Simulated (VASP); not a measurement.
# Si3N4 (Fd-3m) in VASP: a series of runs

Runs on Si3N4. Level: PBE. Tasks: single point.

Program: VASP 6.6.1. These are calculated values, not measurements. Logs are shortened: lines on timing, memory, paths and dates and some standing lists are left out, and cuts for length are marked.

### 1 The cell of the first run

The structure is cubic, space group Fd-3m (No. 227). The conventional cell has a = 7.548 Å, b = 7.548 Å, c = 7.548 Å, α = 90.00°, β = 90.00°, γ = 90.00°. Within 2.4 Å of Si (site symmetry -3m) lie 6 N at 1.84 Å. Si (site symmetry -43m) has 4 N at 1.73 Å within 2.3 Å. N (site symmetry 3m) has 4 Si at 1.73 to 1.84 Å within 2.3 Å.

### 2 Single point, PBE (7.68 Å³/atom)

Contents of INCAR:

```
  PREC = Accurate
  ENCUT = 520
  EDIFF = 1E-7
  ISMEAR = 0
  SIGMA = 0.02
  LREAL = F
  LASPH = T
  NELM = 80
  ALGO = Normal
  ISIF = 2
  LWAVE = F
  LCHARG = T
  GGA = PE
  LELF = T
  LVHAR = T
  NBANDS = 45
```

Contents of KPOINTS:

```
Automatic mesh
0
Gamma
  6 6 6
```

Contents of POSCAR:

```
Si3N4
1.0
    0.0000000000      3.7740883890      3.7740883890
    3.7740883890      0.0000000000      3.7740883890
    3.7740883890      3.7740883890      0.0000000000
Si N
6 8
Direct
    0.1250000000      0.1250000000      0.6250000000
    0.1250000000      0.6250000000      0.1250000000
    0.6250000000      0.1250000000      0.1250000000
    0.1250000000      0.1250000000      0.1250000000
    0.7500000000      0.7500000000      0.7500000000
    0.5000000000      0.5000000000      0.5000000000
    0.3680177620      0.3680177620      0.3680177620
    0.3540532860      0.8819822380      0.8819822380
    0.8819822380      0.8819822380      0.3540532860
    0.8819822380      0.3540532860      0.8819822380
    0.3680177620      0.3680177620      0.8959467140
    0.3680177620      0.8959467140      0.3680177620
    0.8819822380      0.8819822380      0.8819822380
    0.8959467140      0.3680177620      0.3680177620
```

Potentials or basis: VASP PAW PBE potentials, release 64 (Si, N).

Started as:

```sh
$ cat potpaw_PBE.64/Si/POTCAR potpaw_PBE.64/N/POTCAR > POTCAR
$ mpirun -np 1 vasp_std > vasp.out
```

OUTCAR:

```text
PREC = Accurate
   ENCUT = 520
   EDIFF = 1E-7
   ISMEAR = 0
   LREAL = F
   LASPH = T
   NELM = 80
   ISIF = 2
   GGA = PE

 ion  position               nearest neighbor table
   1  0.125  0.125  0.625-   7 1.84   8 1.84  10 1.84  12 1.84  13 1.84  14 1.84   4 2.67   2 2.67
                             3 2.67   4 2.67   2 2.67   3 2.67   5 3.13   6 3.13   5 3.13   6 3.13
   2  0.125  0.625  0.125-   7 1.84   8 1.84   9 1.84  11 1.84  13 1.84  14 1.84   4 2.67   1 2.67
                             1 2.67   3 2.67   4 2.67   3 2.67   5 3.13   6 3.13   5 3.13   6 3.13
   3  0.625  0.125  0.125-   7 1.84   9 1.84  10 1.84  11 1.84  12 1.84  13 1.84   4 2.67   1 2.67
                             2 2.67   1 2.67   2 2.67   4 2.67   6 3.13   5 3.13   6 3.13   5 3.13
   4  0.125  0.125  0.125-   8 1.84   9 1.84  10 1.84  11 1.84  12 1.84  14 1.84   1 2.67   2 2.67
                             3 2.67   1 2.67   2 2.67   3 2.67   5 3.13   6 3.13   5 3.13   6 3.13
   5  0.750  0.750  0.750-  13 1.73   9 1.73  10 1.73   8 1.73   2 3.13   3 3.13   4 3.13   1 3.13
                             3 3.13   4 3.13   1 3.13   2 3.13   4 3.13   1 3.13   3 3.13   2 3.13
   6  0.500  0.500  0.500-   7 1.73  11 1.73  12 1.73  14 1.73   3 3.13   4 3.13   2 3.13   3 3.13
                             4 3.13   1 3.13   2 3.13   4 3.13   1 3.13   1 3.13   2 3.13   3 3.13
   7  0.368  0.368  0.368-   6 1.73   2 1.84   3 1.84   1 1.84
   8  0.354  0.882  0.882-   5 1.73   2 1.84   4 1.84   1 1.84
   9  0.882  0.882  0.354-   5 1.73   3 1.84   4 1.84   2 1.84
  10  0.882  0.354  0.882-   5 1.73   3 1.84   4 1.84   1 1.84
  11  0.368  0.368  0.896-   6 1.73   3 1.84   4 1.84   2 1.84
  12  0.368  0.896  0.368-   6 1.73   3 1.84   4 1.84   1 1.84
  13  0.882  0.882  0.882-   5 1.73   2 1.84   3 1.84   1 1.84
  14  0.896  0.368  0.368-   6 1.73   2 1.84   4 1.84   1 1.84

  LATTYP: Found a face centered cubic cell.
 ALAT       =     7.5481767780

  Lattice vectors:

 A1 = (   0.0000000000,   3.7740883890,   3.7740883890)
 A2 = (   3.7740883890,   0.0000000000,   3.7740883890)
 A3 = (   3.7740883890,   3.7740883890,   0.0000000000)

Analysis of symmetry for initial positions (statically):
=====================================================================
 Subroutine PRICEL returns:
 Original cell was already a primitive cell.

 Routine SETGRP: Setting up the symmetry group for a
 face centered cubic supercell.

 Subroutine GETGRP returns: Found 48 space group operations
 (whereof 24 operations were pure point group operations)
 out of a pool of 48 trial point group operations.

The static configuration has the point symmetry T_d .
 The point group associated with its full space group is O_h .

Analysis of symmetry for dynamics (positions and initial velocities):
[... 147 lines left out ...]
     AMIX_MAG =   1.60;   BMIX_MAG =  1.00
  volume/ion in A,a.u.               =       7.68        51.82
  Fermi-wavevector in a.u.,A,eV,Ry     =   1.377144  2.602425 25.803805  1.896526
  Thomas-Fermi vector in A             =   2.502324
   LORBIT       =      0    0 simple, 1 ext, 2 COOP (PROOUT), +10 PAW based schemes
   GGA     = PE    functional components
   LHFCALC =     F    Hartree Fock is set to
   AEXX    =    0.0000 exact exchange contribution
   IVDW    =     0    specifies the selected vdW correction
   LEPSILON=     F    determine dielectric tensor
   LRPA    =     F    only Hartree local field effects (RPA)
 non-spin polarized calculation
 Gauss-broadening in eV      SIGMA  =   0.02
  energy-cutoff  :      520.00
  volume of cell :      107.51
 maximum number of plane-waves:      2914
   NGX = 19   NGY = 19   NGZ = 19

 number of electron      64.0000000 magnetization

 Free energy of the ion-electron system (eV)
  ---------------------------------------------------
  ext. energy  EPLUGINS =         0.00000000
  ---------------------------------------------------
  free energy    TOTEN  =      -111.45844893 eV

  energy without entropy =     -111.45844893  energy(sigma->0) =     -111.45844893

 E-fermi :  10.5491     XC(G=0): -12.6742

 val. band max:       10.3790410832   @ k =  -0.1667   0.1667   0.0000
 cond. band min:      14.0894667488   @ k =   0.0000   0.0000   0.0000
 fundamental gap:      3.7104256656
 Fermi energy:        10.5491086658

 k-point     1 :       0.0000    0.0000    0.0000
  band No.  band energies     occupation
      1      -9.3387      2.00000
      2      -5.6925      2.00000
      3      -4.7097      2.00000
      4      -4.7097      2.00000
      5      -4.7097      2.00000
      6      -3.5896      2.00000
[... 741 lines left out ...]
     43      21.1655      0.00000
     44      21.1655      0.00000
 [bands above 44 left out]

------------------------ aborting loop because EDIFF is reached ----------------------------------------

  FORCE on cell =-STRESS in cart. coord.  units (eV):
  Direction    XX          YY          ZZ          XY          YZ          ZX
  --------------------------------------------------------------------------------------
  -------------------------------------------------------------------------------------
  Total       22.3981399     22.3981399     22.3981399     -0.0000000      0.0000000      0.0000000
  in kB      333.7769479    333.7769479    333.7769479     -0.0000000      0.0000000      0.0000000
  external PRESSURE =     333.7769479 kB  Pullay stress =       0.0000000 kB

 VOLUME and BASIS-vectors are now :
 -----------------------------------------------------------------------------
  energy-cutoff  :      520.00
  volume of cell :      107.51
      direct lattice vectors                 reciprocal lattice vectors
     0.000000000  3.774088389  3.774088389    -0.132482324  0.132482324  0.132482324
     3.774088389  0.000000000  3.774088389     0.132482324 -0.132482324  0.132482324
     3.774088389  3.774088389  0.000000000     0.132482324  0.132482324 -0.132482324

 POSITION                                       TOTAL-FORCE (eV/Angst)
 -----------------------------------------------------------------------------------
      2.83057      2.83057      0.94352        -0.000000     -0.000000     -0.000000
      2.83057      0.94352      2.83057        -0.000000     -0.000000     -0.000000
      0.94352      2.83057      2.83057        -0.000000     -0.000000     -0.000000
      0.94352      0.94352      0.94352        -0.000000     -0.000000     -0.000000
      5.66113      5.66113      5.66113        -0.000000     -0.000000     -0.000000
      3.77409      3.77409      3.77409        -0.000000     -0.000000     -0.000000
      2.77786      2.77786      2.77786         0.005162      0.005162      0.005162
      6.65736      4.66491      4.66491        -0.005162      0.005162      0.005162
      4.66491      4.66491      6.65736         0.005162      0.005162     -0.005162
      4.66491      6.65736      4.66491         0.005162     -0.005162      0.005162
      4.77031      4.77031      2.77786        -0.005162     -0.005162      0.005162
      4.77031      2.77786      4.77031        -0.005162      0.005162     -0.005162
      6.65736      6.65736      6.65736        -0.005162     -0.005162     -0.005162
      2.77786      4.77031      4.77031         0.005162     -0.005162     -0.005162
 -----------------------------------------------------------------------------------
    total drift:                               -0.000000      0.000000     -0.000000

  FREE ENERGIE OF THE ION-ELECTRON SYSTEM (eV)
  ---------------------------------------------------
  free  energy   TOTEN  =      -111.4584489337 eV

  energy  without entropy=     -111.4584489337  energy(sigma->0) =     -111.45844893
```

stdout:

```text
POSCAR found type information on POSCAR SiN
 POSCAR found :  2 types and      14 ions
 scaLAPACK will be used
 LDA part: xc-table for (Slater+PW92), standard interpolation
 POSCAR, INCAR and KPOINTS ok, starting setup
 FFT: planning ... GRIDC
 FFT: planning ... GRID_SOFT
 FFT: planning ... GRID
 WAVECAR not read
 entering main loop
```

Wall time 1.8 min (1 thread of Intel Xeon 8259CL, shared host); peak memory 0.25 GiB.

What came out:

- Free energy: -111.4584 eV
- Pressure: 33.4 GPa
- Largest force: 0.009 eV/Å
- Band gap on the k mesh: 3.71 eV (least direct gap 3.72 eV)

Forces in eV/Å, atoms in the order of the input:
```
Si   0.000  0.000  0.000
Si   0.000  0.000  0.000
Si   0.000  0.000  0.000
Si   0.000  0.000  0.000
Si   0.000  0.000  0.000
Si   0.000  0.000  0.000
N    0.005  0.005  0.005
N   -0.005  0.005  0.005
N    0.005  0.005 -0.005
N    0.005 -0.005  0.005
N   -0.005 -0.005  0.005
N   -0.005  0.005 -0.005
N   -0.005 -0.005 -0.005
N    0.005 -0.005 -0.005
```

Caveat: the cell stands under pressure. A k mesh can miss the band edges.

### 3 Single point, PBE (7.93 Å³/atom)

This run uses another cell than the first one, of 7.93 Å³/atom.

Contents of INCAR:

```
SYSTEM = Si3N4
PREC = Accurate
ENCUT = 520
EDIFF = 1E-7
ISMEAR = 0
SIGMA = 0.02
LREAL = .False.
LASPH = .True.
NELM = 80
ALGO = Normal
ISIF = 2
LWAVE = .False.
LCHARG = .False.
GGA = PE
NBANDS = 45
```

Contents of KPOINTS:

```
Automatic mesh
0
Gamma
  6 6 6
  0 0 0
```

Contents of POSCAR:

```
Si3N4
1.0
    0.0000000000      3.8151143031      3.8151143031
    3.8151143031      0.0000000000      3.8151143031
    3.8151143031      3.8151143031      0.0000000000
Si N
6 8
Direct
    0.1250000000      0.1250000000      0.6250000000
    0.1250000000      0.6250000000      0.1250000000
    0.6250000000      0.1250000000      0.1250000000
    0.1250000000      0.1250000000      0.1250000000
    0.7500000000      0.7500000000      0.7500000000
    0.5000000000      0.5000000000      0.5000000000
    0.3678690362      0.3678690362      0.3678690362
    0.3536071086      0.8821309638      0.8821309638
    0.8821309638      0.8821309638      0.3536071086
    0.8821309638      0.3536071086      0.8821309638
    0.3678690362      0.3678690362      0.8963928914
    0.3678690362      0.8963928914      0.3678690362
    0.8821309638      0.8821309638      0.8821309638
    0.8963928914      0.3678690362      0.3678690362
```

Potentials or basis: VASP PAW PBE potentials, release 64 (Si, N).

Started as:

```sh
$ cat potpaw_PBE.64/Si/POTCAR potpaw_PBE.64/N/POTCAR > POTCAR
$ mpirun -np 1 vasp_std > vasp.out
```

OUTCAR:

```text
SYSTEM = Si3N4
   PREC = Accurate
   ENCUT = 520
   EDIFF = 1E-7
   ISMEAR = 0
   LREAL = .False.
   LASPH = .True.
   NELM = 80
   ISIF = 2
   GGA = PE

 ion  position               nearest neighbor table
   1  0.125  0.125  0.625-   7 1.85  13 1.85  10 1.85  12 1.85   8 1.85  14 1.85   4 2.70   2 2.70
                             3 2.70   4 2.70   2 2.70   3 2.70
   2  0.125  0.625  0.125-   7 1.85  13 1.85   8 1.85  14 1.85   9 1.85  11 1.85   4 2.70   1 2.70
                             1 2.70   3 2.70   4 2.70   3 2.70
   3  0.625  0.125  0.125-   7 1.85  13 1.85  12 1.85  10 1.85   9 1.85  11 1.85   4 2.70   1 2.70
                             2 2.70   1 2.70   2 2.70   4 2.70
   4  0.125  0.125  0.125-   8 1.85   9 1.85  10 1.85  11 1.85  12 1.85  14 1.85   1 2.70   2 2.70
                             3 2.70   1 2.70   2 2.70   3 2.70
   5  0.750  0.750  0.750-   8 1.75   9 1.75  10 1.75  13 1.75
   6  0.500  0.500  0.500-  11 1.75  12 1.75  14 1.75   7 1.75
   7  0.368  0.368  0.368-   6 1.75   2 1.85   3 1.85   1 1.85
   8  0.354  0.882  0.882-   5 1.75   4 1.85   2 1.85   1 1.85
   9  0.882  0.882  0.354-   5 1.75   4 1.85   2 1.85   3 1.85
  10  0.882  0.354  0.882-   5 1.75   4 1.85   3 1.85   1 1.85
  11  0.368  0.368  0.896-   6 1.75   4 1.85   2 1.85   3 1.85
  12  0.368  0.896  0.368-   6 1.75   4 1.85   3 1.85   1 1.85
  13  0.882  0.882  0.882-   5 1.75   2 1.85   3 1.85   1 1.85
  14  0.896  0.368  0.368-   6 1.75   4 1.85   2 1.85   1 1.85

  LATTYP: Found a face centered cubic cell.
 ALAT       =     7.6302286062

  Lattice vectors:

 A1 = (   0.0000000000,   3.8151143031,   3.8151143031)
 A2 = (   3.8151143031,   0.0000000000,   3.8151143031)
 A3 = (   3.8151143031,   3.8151143031,   0.0000000000)

Analysis of symmetry for initial positions (statically):
=====================================================================
 Subroutine PRICEL returns:
 Original cell was already a primitive cell.

 Routine SETGRP: Setting up the symmetry group for a
 face centered cubic supercell.

 Subroutine GETGRP returns: Found 48 space group operations
 (whereof 24 operations were pure point group operations)
[... 170 lines left out ...]

 number of electron      64.0000008 magnetization

 Free energy of the ion-electron system (eV)
  ---------------------------------------------------
  ext. energy  EPLUGINS =         0.00000000
  ---------------------------------------------------
  free energy    TOTEN  =      -112.05340067 eV

  energy without entropy =     -112.05340067  energy(sigma->0) =     -112.05340067

 E-fermi :  10.0295     XC(G=0): -12.5152

 val. band max:        9.9244693822   @ k =  -0.1667   0.1667   0.0000
 cond. band min:      13.5028057563   @ k =   0.0000   0.0000   0.0000
 fundamental gap:      3.5783363741
 Fermi energy:        10.0295265921

 k-point     1 :       0.0000    0.0000    0.0000
  band No.  band energies     occupation
      1      -9.4544      2.00000
      2      -5.9404      2.00000
      3      -4.9796      2.00000
      4      -4.9796      2.00000
      5      -4.9796      2.00000
      6      -3.9164      2.00000
[... 741 lines left out ...]
     43      20.2960      0.00000
     44      20.2960      0.00000
 [bands above 44 left out]

------------------------ aborting loop because EDIFF is reached ----------------------------------------

  FORCE on cell =-STRESS in cart. coord.  units (eV):
  Direction    XX          YY          ZZ          XY          YZ          ZX
  --------------------------------------------------------------------------------------
  -------------------------------------------------------------------------------------
  Total       14.1510609     14.1510609     14.1510609      0.0000000     -0.0000000      0.0000000
  in kB      204.1488433    204.1488433    204.1488433      0.0000000     -0.0000000      0.0000000
  external PRESSURE =     204.1488433 kB  Pullay stress =       0.0000000 kB

 VOLUME and BASIS-vectors are now :
 -----------------------------------------------------------------------------
  energy-cutoff  :      520.00
  volume of cell :      111.06
      direct lattice vectors                 reciprocal lattice vectors
     0.000000000  3.815114303  3.815114303    -0.131057672  0.131057672  0.131057672
     3.815114303  0.000000000  3.815114303     0.131057672 -0.131057672  0.131057672
     3.815114303  3.815114303  0.000000000     0.131057672  0.131057672 -0.131057672

 POSITION                                       TOTAL-FORCE (eV/Angst)
 -----------------------------------------------------------------------------------
      2.86134      2.86134      0.95378        -0.000000     -0.000000     -0.000000
      2.86134      0.95378      2.86134        -0.000000     -0.000000     -0.000000
      0.95378      2.86134      2.86134        -0.000000     -0.000000     -0.000000
      0.95378      0.95378      0.95378        -0.000000     -0.000000     -0.000000
      5.72267      5.72267      5.72267        -0.000000     -0.000000     -0.000000
      3.81511      3.81511      3.81511        -0.000000     -0.000000     -0.000000
      2.80692      2.80692      2.80692         0.004927      0.004927      0.004927
      6.73086      4.71448      4.71448        -0.004927      0.004927      0.004927
      4.71448      4.71448      6.73086         0.004927      0.004927     -0.004927
      4.71448      6.73086      4.71448         0.004927     -0.004927      0.004927
      4.82330      4.82330      2.80692        -0.004927     -0.004927      0.004927
      4.82330      2.80692      4.82330        -0.004927      0.004927     -0.004927
      6.73086      6.73086      6.73086        -0.004927     -0.004927     -0.004927
      2.80692      4.82330      4.82330         0.004927     -0.004927     -0.004927
 -----------------------------------------------------------------------------------
    total drift:                               -0.000000     -0.000000      0.000000

  FREE ENERGIE OF THE ION-ELECTRON SYSTEM (eV)
  ---------------------------------------------------
  free  energy   TOTEN  =      -112.0534006655 eV

  energy  without entropy=     -112.0534006655  energy(sigma->0) =     -112.05340067
```

stdout:

```text
POSCAR found type information on POSCAR SiN
 POSCAR found :  2 types and      14 ions
 scaLAPACK will be used
 LDA part: xc-table for (Slater+PW92), standard interpolation
 POSCAR, INCAR and KPOINTS ok, starting setup
 FFT: planning ... GRIDC
 FFT: planning ... GRID_SOFT
 FFT: planning ... GRID
 WAVECAR not read
 entering main loop
```

Wall time 2.8 min (1 thread of Intel Xeon 8259CL, shared host); peak memory 0.25 GiB.

What came out:

* Free energy: -112.0534 eV
* Pressure: 20.4 GPa
* Largest force: 0.009 eV/Å
* Band gap on the k mesh: 3.58 eV (least direct gap 3.60 eV)

Forces in eV/Å, atoms in the order of the input:
```
Si   0.000  0.000  0.000
Si   0.000  0.000  0.000
Si   0.000  0.000  0.000
Si   0.000  0.000  0.000
Si   0.000  0.000  0.000
Si   0.000  0.000  0.000
N    0.005  0.005  0.005
N   -0.005  0.005  0.005
N    0.005  0.005 -0.005
N    0.005 -0.005  0.005
N   -0.005 -0.005  0.005
N   -0.005  0.005 -0.005
N   -0.005 -0.005 -0.005
N    0.005 -0.005 -0.005
```

Caveat: the cell stands under pressure.

[end of part 1 of 2]
